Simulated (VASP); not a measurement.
Write the native input for VASP 6.6.1 that does the following.

| Quantity | Value |
| --- | --- |
| Task | relaxation of cell and atoms |
| Functional | PBE |
| Potentials or basis | VASP PAW PBE potentials, release 64 (Te, Pt, Se) |
| Cutoff | 600 eV |
| k mesh | 3 × 3 × 3 |
| Occupations | gaussian, width 0.1 eV |
| Spin | collinear spin |
| Starting moments | [0.0, 1.0, 0.0, 0.0, 0.0] μB |
| Dipole correction | no |
| Further INCAR settings | ALGO = Normal; EDIFF = 1e-06; IBRION = 2; EDIFFG = -0.04; NSW = 90; ISIF = 3 |

The structure of TePtSe3 lies in POSCAR:

```
TePtSe3
1.0
    3.5528222800      2.0512229000      3.6053795200
   -3.5528222800      2.0512229000      3.6053795200
    0.0000000000     -4.1024458000      3.6053795200
Te Pt Se
1 1 3
Direct
    0.5000000000      0.5000000000      0.5000000000
    0.0000000000      0.0000000000      0.0000000000
    0.0000000000      0.0000000000      0.5000000000
    0.5000000000      0.0000000000      0.0000000000
    0.0000000000      0.5000000000      0.0000000000
```

The cell was built from a structure type or drawn by symmetry, and may not be a known phase.

These files were run (other wordings do the same):

INCAR

```
SYSTEM = TePtSe3
  PREC = Accurate
  ENCUT = 600
  EDIFF = 1E-6
  ISMEAR = 0
  SIGMA = 0.1
  LREAL = .FALSE.
  LASPH = .TRUE.
  NELM = 150
  ALGO = Normal
  ISIF = 3
  LWAVE = .FALSE.
  LCHARG = .FALSE.
  ISPIN = 2
  MAGMOM = 0 1 0 0 0
  LORBIT = 11
  LMAXMIX = 4
  GGA = PE
  IBRION = 2
  NSW = 90
  EDIFFG = -0.04
```

KPOINTS

```
regular mesh
0
G
  3 3 3
  0 0 0
```

Potentials or basis: VASP PAW PBE potentials, release 64 (Te, Pt, Se).

Command:

```console
$ cat potpaw_PBE.64/Te/POTCAR potpaw_PBE.64/Pt/POTCAR potpaw_PBE.64/Se/POTCAR > POTCAR
$ mpirun -np 1 vasp_std > vasp.out
```

It gave:

The relaxed volume is 24.54 Å³/atom and the relaxed cell is a = 5.219 Å, b = 5.219 Å, c = 5.219 Å, α = 70.71°, β = 70.71°, γ = 70.71°. The space group after relaxing (to 0.1 Å) is R-3m (No. 166), the energy gained by relaxing is 331.9 meV/atom and the ionic steps are 14. The pressure after relaxing is 0.0 GPa and the band gap on the k mesh is zero (filled and empty bands overlap). The net moment is 0.00 μB per cell and the valence electrons inside the program's atomic spheres are Te 3.23; Pt 9.21; Se 3.68.

Caveat: the k points lie up to 0.44 Å⁻¹ apart in the final cell, too coarse for converged energies and pressures of a metal; the volume moved by over 15 % at a fixed basis, so the end points are rough; spin-orbit coupling is left out, which moves the levels of the heavy elements.

Wall time 7.8 min on 1 thread of Intel(R) Xeon(R) 6975P-C (Granite Rapids), with other jobs on the host, peak memory 0.43 GiB.
